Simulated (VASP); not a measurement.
# Ge (P6_3/mmc) in VASP: notebook

Ge is run at these levels: PBEsol; tasks: single point, relaxation of the atoms.

All numbers are computed with VASP 6.6.1; they aren't measurements. Logs are shortened: lines on timing, memory, paths and dates and some standing lists are left out, and cuts for length are marked.

## (1) The cell of the first run

Symmetry: P6_3/mmc, No. 194, hexagonal system. The conventional cell has a = 3.986 Å, b = 3.986 Å, c = 6.577 Å, α = 90.00°, β = 90.00°, γ = 120.00°. Ge (site symmetry 3m) has 4 Ge at 2.45 to 2.46 Å within 3.2 Å.

## (2) Single point, PBEsol

Contents of INCAR:

```
PREC     = Accurate       # precision mode
ENCUT    = 520            # plane-wave cutoff, eV
EDIFF    = 1E-6           # SCF threshold, eV
ISMEAR   = 0              # smearing method
SIGMA    = 0.01           # smearing width, eV
LREAL    = False          # projectors in reciprocal space
LASPH    = True           # aspherical terms in the spheres
NELM     = 100            # most SCF steps
ALGO     = Normal         # electronic algorithm
ISIF     = 2              # what is computed and relaxed
LWAVE    = False          # write WAVECAR
LCHARG   = False          # write CHGCAR
GGA      = PS             # functional
NBANDS   = 36             # bands
```

Contents of KPOINTS:

```
regular mesh
0
Gamma
  8 8 4
```

Contents of POSCAR:

```
Ge
1.0
    3.9855000000      0.0000000000      0.0000000000
   -1.9927500000      3.4515442468      0.0000000000
    0.0000000000      0.0000000000      6.5772000000
Ge
4
Direct
    0.3333333333      0.6666666667      0.0629646348
    0.6666666667      0.3333333333      0.5629646348
    0.6666666667      0.3333333333      0.9370353652
    0.3333333333      0.6666666667      0.4370353652
```

Potentials or basis: VASP PAW PBE potentials, release 64 (Ge_d).

Run with:

```bash
$ cat potpaw_PBE.64/Ge_d/POTCAR > POTCAR
$ mpirun -np 1 vasp_std > vasp.out
```

OUTCAR:

```text
PREC = Accurate
   ENCUT = 520
   EDIFF = 1E-6
   ISMEAR = 0
   LREAL = False
   LASPH = True
   NELM = 100
   ISIF = 2
   GGA = PS

 ion  position               nearest neighbor table
   1  0.333  0.667  0.063-   3 2.45   3 2.45   3 2.45   4 2.46
   2  0.667  0.333  0.563-   4 2.45   4 2.45   4 2.45   3 2.46
   3  0.667  0.333  0.937-   1 2.45   1 2.45   1 2.45   2 2.46
   4  0.333  0.667  0.437-   2 2.45   2 2.45   2 2.45   1 2.46

  LATTYP: Found a hexagonal cell.
 ALAT       =     3.9855000000
 C/A-ratio  =     1.6502822732

  Lattice vectors:

 A1 = (   3.9855000000,   0.0000000000,   0.0000000000)
 A2 = (  -1.9927500000,   3.4515442468,   0.0000000000)
 A3 = (   0.0000000000,   0.0000000000,   6.5772000000)

Analysis of symmetry for initial positions (statically):
=====================================================================
 Subroutine PRICEL returns:
 Original cell was already a primitive cell.

 Routine SETGRP: Setting up the symmetry group for a
 hexagonal supercell.

 Subroutine GETGRP returns: Found 24 space group operations
 (whereof 12 operations were pure point group operations)
 out of a pool of 24 trial point group operations.

The static configuration has the point symmetry D_3d.
 The point group associated with its full space group is D_6h.

Analysis of symmetry for dynamics (positions and initial velocities):
=====================================================================
 Subroutine PRICEL returns:
 Original cell was already a primitive cell.

 Routine SETGRP: Setting up the symmetry group for a
 hexagonal supercell.

 Subroutine GETGRP returns: Found 24 space group operations
 (whereof 12 operations were pure point group operations)
 out of a pool of 24 trial point group operations.

The dynamic configuration has the point symmetry D_3d.
 The point group associated with its full space group is D_6h.

 Subroutine INISYM returns: Found 24 space group operations
 (whereof 12 operations are pure point group operations),
 and found     1 'primitive' translations

----------------------------------------------------------------------------------------

                                     Primitive cell

  volume of cell :      90.4768
[... 83 lines left out ...]
 SYSTEM =  unknown system
   PREC   = accura    normal or accurate (medium, high low for compatibility)
   ISTART =      0    job   : 0-new  1-cont  2-samecut
   ICHARG =      2    charge: 1-file 2-atom 10-const
   ISPIN  =      1    spin polarized calculation?
   LNONCOLLINEAR =      F non collinear calculations
   LSORBIT =      F    spin-orbit coupling
   LASPH  =      T    aspherical Exc in radial PAW
   ENCUT  =  520.0 eV  38.22 Ry    6.18 a.u.   7.41  7.41 12.23*2*pi/ulx,y,z
   NELM   =    100;   NELMIN=  2; NELMDL= -5     # of ELM steps
   EDIFF  = 0.1E-05   stopping-criterion for ELM
   LREAL  =      F    real-space projection
   EDIFFG = 0.1E-04   stopping-criterion for IOM
   NSW    =      0    number of steps for IOM
   IBRION =     -1    ionic relax: 0-MD 1-quasi-New 2-CG
   NFREE  =      0    steps in history (QN), initial steepest desc. (CG)
   ISIF   =      2    stress and relaxation
   ISYM   =      2    0-nonsym 1-usesym 2-fastsym
   POTIM  = 0.5000    time-step for ionic-motion
   TEBEG  =    0.0;   TEEND  =   0.0 temperature during run
   PSTRESS=    0.0 pullay stress
   NELECT =      56.0000    total number of electrons
   NUPDOWN=      -1.0000    fix difference up-down
   EMIN   =  10.00;   EMAX   =-10.00  energy-range for DOS
   EFERMI =   0.00;   METHOD = LEGACY
   ISMEAR =     0;   SIGMA  =   0.01  broadening in eV -4-tet -1-fermi 0-gaus
   EFERMI_NEDOS =   21; number of points for ismear=-14 and -15
   IALGO  =     38    algorithm
   IMIX   =      4    mixing-type and parameters
     AMIX     =   0.40;   BMIX     =  1.00
     AMIX_MAG =   1.60;   BMIX_MAG =  1.00
  volume/ion in A,a.u.               =      22.62       152.64
  Fermi-wavevector in a.u.,A,eV,Ry     =   1.395163  2.636477 26.483480  1.946481
  Thomas-Fermi vector in A             =   2.518642
   LORBIT       =      0    0 simple, 1 ext, 2 COOP (PROOUT), +10 PAW based schemes
   GGA     = PS    functional components
   LHFCALC =     F    Hartree Fock is set to
   AEXX    =    0.0000 exact exchange contribution
   IVDW    =     0    specifies the selected vdW correction
   LEPSILON=     F    determine dielectric tensor
   LRPA    =     F    only Hartree local field effects (RPA)
 non-spin polarized calculation
 Gauss-broadening in eV      SIGMA  =   0.01
  energy-cutoff  :      520.00
  volume of cell :       90.48
 maximum number of plane-waves:      2472
 NGX is ok and might be reduce to    30
   NGX = 15   NGY = 15   NGZ = 25

 number of electron      56.0000054 magnetization

 Free energy of the ion-electron system (eV)
  ---------------------------------------------------
  ext. energy  EPLUGINS =         0.00000000
  ---------------------------------------------------
  free energy    TOTEN  =       -19.67549998 eV

  energy without entropy =      -19.67549896  energy(sigma->0) =      -19.67549947

 E-fermi :   4.9902     XC(G=0): -10.1270

 val. band max:        4.9706886174   @ k =   0.0000   0.0000   0.0000
 cond. band min:       5.0112477782   @ k =   0.0000   0.0000   0.2500
 fundamental gap:      0.0405591608
 Fermi energy:         4.9901928571

 k-point     1 :       0.0000    0.0000    0.0000
  band No.  band energies     occupation
      1     -19.9324      2.00000
      2     -19.9324      2.00000
      3     -19.8937      2.00000
      4     -19.8928      2.00000
      5     -19.8928      2.00000
      6     -19.8806      2.00000
[... 925 lines left out ...]
     35      12.3696      0.00000
     36      12.3696      0.00000

 [... further k-points ...]
[... 5 lines left out ...]
  --------------------------------------------------------------------------------------
  -------------------------------------------------------------------------------------
  Total        0.3255850      0.3255850      0.2547372      0.0000000     -0.0000000      0.0000000
  in kB        5.7655085      5.7655085      4.5109248      0.0000000     -0.0000000      0.0000000
  external PRESSURE =       5.3473139 kB  Pullay stress =       0.0000000 kB

 VOLUME and BASIS-vectors are now :
 -----------------------------------------------------------------------------
  energy-cutoff  :      520.00
  volume of cell :       90.48
      direct lattice vectors                 reciprocal lattice vectors
     3.985500000  0.000000000  0.000000000     0.250909547  0.144862695  0.000000000
    -1.992750000  3.451544247  0.000000000     0.000000000  0.289725389  0.000000000
     0.000000000  0.000000000  6.577200000     0.000000000  0.000000000  0.152040382

 POSITION                                       TOTAL-FORCE (eV/Angst)
 -----------------------------------------------------------------------------------
     -0.00000      2.30103      0.41413        -0.000000      0.000000      0.000189
      1.99275      1.15051      3.70273         0.000000      0.000000      0.000189
      1.99275      1.15051      6.16307         0.000000     -0.000000     -0.000189
     -0.00000      2.30103      2.87447        -0.000000     -0.000000     -0.000189
 -----------------------------------------------------------------------------------
    total drift:                               -0.000000      0.000000     -0.000000

  FREE ENERGIE OF THE ION-ELECTRON SYSTEM (eV)
  ---------------------------------------------------
  free  energy   TOTEN  =       -19.6754999764 eV

  energy  without entropy=      -19.6754989619  energy(sigma->0) =      -19.67549947
```

OSZICAR:

```text
N       E                     dE             d eps       ncg     rms          rms(c)
DAV:   1     0.491567282330E+03    0.49157E+03   -0.28497E+04  2524   0.429E+03
DAV:   2     0.661516659672E+02   -0.42542E+03   -0.41365E+03  2160   0.802E+02
DAV:   3    -0.152842434707E+02   -0.81436E+02   -0.80109E+02  2364   0.206E+02
DAV:   4    -0.198874533216E+02   -0.46032E+01   -0.45865E+01  2504   0.571E+01
DAV:   5    -0.199837063667E+02   -0.96253E-01   -0.96211E-01  2432   0.922E+00    0.464E+00
DAV:   6    -0.197738746329E+02    0.20983E+00   -0.10077E-01  2588   0.284E+00    0.263E+00
DAV:   7    -0.196726598550E+02    0.10121E+00   -0.13994E-01  2316   0.270E+00    0.206E-01
DAV:   8    -0.196749332169E+02   -0.22734E-02   -0.15410E-02  2416   0.122E+00    0.108E-01
DAV:   9    -0.196754581071E+02   -0.52489E-03   -0.51013E-04  2448   0.149E-01    0.264E-02
DAV:  10    -0.196754924654E+02   -0.34358E-04   -0.88497E-05  2788   0.125E-01    0.846E-03
DAV:  11    -0.196754994168E+02   -0.69515E-05   -0.10512E-05  1940   0.185E-02    0.275E-03
DAV:  12    -0.196754999764E+02   -0.55958E-06   -0.11095E-06  1632   0.109E-02
   1 F= -.19675500E+02 E0= -.19675499E+02  d E =-.101451E-05
```

It took 77 s on 1 thread of Intel Xeon Platinum 8259CL at 2.50GHz (Skylake/Cascade Lake), shared host; peak memory 0.23 GiB.

Results:

| Item | Value |
| --- | --- |
| Free energy | -19.6755 eV |
| Pressure | 0.5 GPa |
| Band gap on the k mesh | 0.04 eV, indirect (least direct gap 0.08 eV) |

Caveat: the PAW data sets were made with another functional, which shifts forces and pressure a little. A k mesh can miss the band edges.

## (3) Relaxation of the atoms, PBEsol

Contents of INCAR:

```
SYSTEM = Ge
PREC     = Accurate       ! precision mode
ENCUT    = 520            ! plane-wave cutoff, eV
EDIFF    = 1E-6           ! SCF threshold, eV
ISMEAR   = 0              ! smearing method
SIGMA    = 0.01           ! smearing width, eV
LREAL    = .False.        ! projectors in reciprocal space
LASPH    = .True.         ! aspherical terms in the spheres
NELM     = 100            ! most SCF steps
ALGO     = Normal         ! electronic algorithm
ISIF     = 2              ! what is computed and relaxed
LWAVE    = .False.        ! write WAVECAR
LCHARG   = .False.        ! write CHGCAR
GGA      = PS             ! functional
IBRION   = 2              ! ionic algorithm
NSW      = 80             ! ionic steps
EDIFFG   = -0.002         ! ionic threshold
```

Contents of KPOINTS:

```
regular mesh
0
Gamma
  8 8 4
  0 0 0
```

Contents of POSCAR:

```
Ge
1.0
    3.9855000000      0.0000000000      0.0000000000
   -1.9927500000      3.4515442468      0.0000000000
    0.0000000000      0.0000000000      6.5772000000
Ge
4
Direct
    0.3333333333      0.6666666667      0.0625000000
    0.6666666667      0.3333333333      0.5625000000
    0.6666666667      0.3333333333      0.9375000000
    0.3333333333      0.6666666667      0.4375000000
```

Potentials or basis: VASP PAW PBE potentials, release 64 (Ge_d).

Run with:

```bash
$ cat potpaw_PBE.64/Ge_d/POTCAR > POTCAR
$ mpirun -np 1 vasp_std > vasp.out
```

OUTCAR:

```text
SYSTEM = Ge
   PREC = Accurate
   ENCUT = 520
   EDIFF = 1E-6
   ISMEAR = 0
   LREAL = .False.
   LASPH = .True.
   NELM = 100
   ISIF = 2
   GGA = PS
   IBRION = 2
   NSW = 80
   EDIFFG = -0.002

 ion  position               nearest neighbor table
   1  0.333  0.667  0.062-   3 2.44   3 2.44   3 2.44   4 2.47
   2  0.667  0.333  0.562-   4 2.44   4 2.44   4 2.44   3 2.47
   3  0.667  0.333  0.938-   1 2.44   1 2.44   1 2.44   2 2.47
   4  0.333  0.667  0.438-   2 2.44   2 2.44   2 2.44   1 2.47

  LATTYP: Found a hexagonal cell.
 ALAT       =     3.9855000000
 C/A-ratio  =     1.6502822732

  Lattice vectors:

 A1 = (   3.9855000000,   0.0000000000,   0.0000000000)
 A2 = (  -1.9927500000,   3.4515442468,   0.0000000000)
 A3 = (   0.0000000000,   0.0000000000,   6.5772000000)

Analysis of symmetry for initial positions (statically):
=====================================================================
 Subroutine PRICEL returns:
 Original cell was already a primitive cell.

 Routine SETGRP: Setting up the symmetry group for a
 hexagonal supercell.

 Subroutine GETGRP returns: Found 24 space group operations
 (whereof 12 operations were pure point group operations)
 out of a pool of 24 trial point group operations.

The static configuration has the point symmetry D_3d.
 The point group associated with its full space group is D_6h.

Analysis of symmetry for dynamics (positions and initial velocities):
=====================================================================
 Subroutine PRICEL returns:
 Original cell was already a primitive cell.

 Routine SETGRP: Setting up the symmetry group for a
 hexagonal supercell.

 Subroutine GETGRP returns: Found 24 space group operations
[... 126 lines left out ...]
   IMIX   =      4    mixing-type and parameters
     AMIX     =   0.40;   BMIX     =  1.00
     AMIX_MAG =   1.60;   BMIX_MAG =  1.00
  volume/ion in A,a.u.               =      22.62       152.64
  Fermi-wavevector in a.u.,A,eV,Ry     =   1.395163  2.636477 26.483480  1.946481
  Thomas-Fermi vector in A             =   2.518642
   LORBIT       =      0    0 simple, 1 ext, 2 COOP (PROOUT), +10 PAW based schemes
   GGA     = PS    functional components
   LHFCALC =     F    Hartree Fock is set to
   AEXX    =    0.0000 exact exchange contribution
   IVDW    =     0    specifies the selected vdW correction
   LEPSILON=     F    determine dielectric tensor
   LRPA    =     F    only Hartree local field effects (RPA)
 conjugate gradient relaxation of ions
 non-spin polarized calculation
 Gauss-broadening in eV      SIGMA  =   0.01
  energy-cutoff  :      520.00
  volume of cell :       90.48
 maximum number of plane-waves:      2472
 NGX is ok and might be reduce to    30
   NGX = 15   NGY = 15   NGZ = 25

--------------------------------------- Ionic step        1  -------------------------------------------

 number of electron      56.0000054 magnetization

 Free energy of the ion-electron system (eV)
  ---------------------------------------------------
  ext. energy  EPLUGINS =         0.00000000
  ---------------------------------------------------
  free energy    TOTEN  =       -19.67507308 eV

  energy without entropy =      -19.67505507  energy(sigma->0) =      -19.67506407

------------------------ aborting loop because EDIFF is reached ----------------------------------------

  FORCE on cell =-STRESS in cart. coord.  units (eV):
  Direction    XX          YY          ZZ          XY          YZ          ZX
  --------------------------------------------------------------------------------------
  -------------------------------------------------------------------------------------
  Total        0.3940096      0.3940096      0.1350791      0.0000000      0.0000000      0.0000000
  in kB        6.9771826      6.9771826      2.3920011      0.0000000      0.0000000      0.0000000
  external PRESSURE =       5.4487888 kB  Pullay stress =       0.0000000 kB
[... 63 lines left out ...]
--------------------------------------- Ionic step        3  -------------------------------------------

 number of electron      56.0000054 magnetization

 Free energy of the ion-electron system (eV)
  ---------------------------------------------------
  ext. energy  EPLUGINS =         0.00000000
  ---------------------------------------------------
  free energy    TOTEN  =       -19.67549992 eV

  energy without entropy =      -19.67549892  energy(sigma->0) =      -19.67549942

 E-fermi :   4.9902     XC(G=0): -10.1270

 val. band max:        4.9706814347   @ k =   0.0000   0.0000   0.0000
 cond. band min:       5.0112948817   @ k =   0.0000   0.0000   0.2500
 fundamental gap:      0.0406134469
 Fermi energy:         4.9902136871

 k-point     1 :       0.0000    0.0000    0.0000
  band No.  band energies     occupation
      1     -19.9325      2.00000
      2     -19.9325      2.00000
      3     -19.8938      2.00000
      4     -19.8929      2.00000
      5     -19.8929      2.00000
      6     -19.8807      2.00000
[... 853 lines left out ...]
     32       7.4303      0.00000
     33      10.8837      0.00000

 [... further k-points ...]
[... 5 lines left out ...]
  --------------------------------------------------------------------------------------
  -------------------------------------------------------------------------------------
  Total        0.3469184      0.3469184      0.2815525      0.0000000      0.0000000      0.0000000
  in kB        6.1432851      6.1432851      4.9857746      0.0000000      0.0000000      0.0000000
  external PRESSURE =       5.7574483 kB  Pullay stress =       0.0000000 kB
[... 19 lines left out ...]
  FREE ENERGIE OF THE ION-ELECTRON SYSTEM (eV)
  ---------------------------------------------------
  free  energy   TOTEN  =       -19.6754999248 eV

  energy  without entropy=      -19.6754989214  energy(sigma->0) =      -19.67549942

 reached required accuracy - stopping structural energy minimisation
```

OSZICAR:

```text
N       E                     dE             d eps       ncg     rms          rms(c)
DAV:   1     0.485671194724E+03    0.48567E+03   -0.29316E+04  2288   0.469E+03
DAV:   2     0.630638299939E+02   -0.42261E+03   -0.41610E+03  1980   0.832E+02
DAV:   3    -0.157729494517E+02   -0.78837E+02   -0.78267E+02  2265   0.217E+02
[... 14 lines left out ...]
DAV:   4    -0.196754973083E+02    0.51127E-06   -0.17969E-06  1486   0.169E-02
   2 F= -.19675497E+02 E0= -.19675497E+02  d E =-.424230E-03
       N       E                     dE             d eps       ncg     rms          rms(c)
DAV:   1    -0.196754984356E+02   -0.61600E-06   -0.10178E-03  2302   0.222E-01    0.241E-03
DAV:   2    -0.196754999266E+02   -0.14910E-05   -0.15634E-05  2414   0.377E-02    0.128E-03
DAV:   3    -0.196754999248E+02    0.17426E-08   -0.19289E-07  1013   0.421E-03
   3 F= -.19675500E+02 E0= -.19675499E+02  d E =-.426846E-03
```

CONTCAR:

```text
Ge
   1.00000000000000
     3.9855000000000000    0.0000000000000000    0.0000000000000000
    -1.9927500000000000    3.4515442468000002    0.0000000000000000
     0.0000000000000000    0.0000000000000000    6.5772000000000004
  Ge
     4
Direct
     0.3333333332999970    0.6666666667000030    0.0629673788271175
     0.6666666667000030    0.3333333332999970    0.5629673788271176
     0.6666666667000030    0.3333333332999970    0.9370326211728824
     0.3333333332999970    0.6666666667000030    0.4370326211728824

  0.00000000E+00  0.00000000E+00  0.00000000E+00
  0.00000000E+00  0.00000000E+00  0.00000000E+00
  0.00000000E+00  0.00000000E+00  0.00000000E+00
  0.00000000E+00  0.00000000E+00  0.00000000E+00
```

Run time: 2 min. Hardware: 1 thread of Intel Xeon Platinum 8259CL at 2.50GHz (Skylake/Cascade Lake), shared host; peak memory 0.23 GiB.

Results:

* Free energy: -19.6755 eV
* Energy gained by relaxing: 0.1 meV/atom
* Ionic steps: 3
* Pressure after relaxing: 0.6 GPa
* Band gap on the k mesh: 0.04 eV, indirect (least direct gap 0.08 eV)

Stress tensor (GPa, compression positive):
```
0.61 0.00 0.00
0.00 0.61 0.00
0.00 0.00 0.50
```

The path:
```
step  energy change (eV)  largest force (eV/Å)  pressure (GPa)
   1              0.0000                0.0687            0.54
   2             -0.0004                0.0055            0.57
   3             -0.0004                0.0007            0.58
```

Final structure:
```
CELL_PARAMETERS angstrom
3.98550 0.00000 0.00000
-1.99275 3.45154 0.00000
0.00000 0.00000 6.57720
ATOMIC_POSITIONS crystal
Ge 0.33333 0.66667 0.06297
Ge 0.66667 0.33333 0.56297
Ge 0.66667 0.33333 0.93703
Ge 0.33333 0.66667 0.43703
```

Caveat: the PAW data sets were made with another functional, which shifts forces and pressure a little.
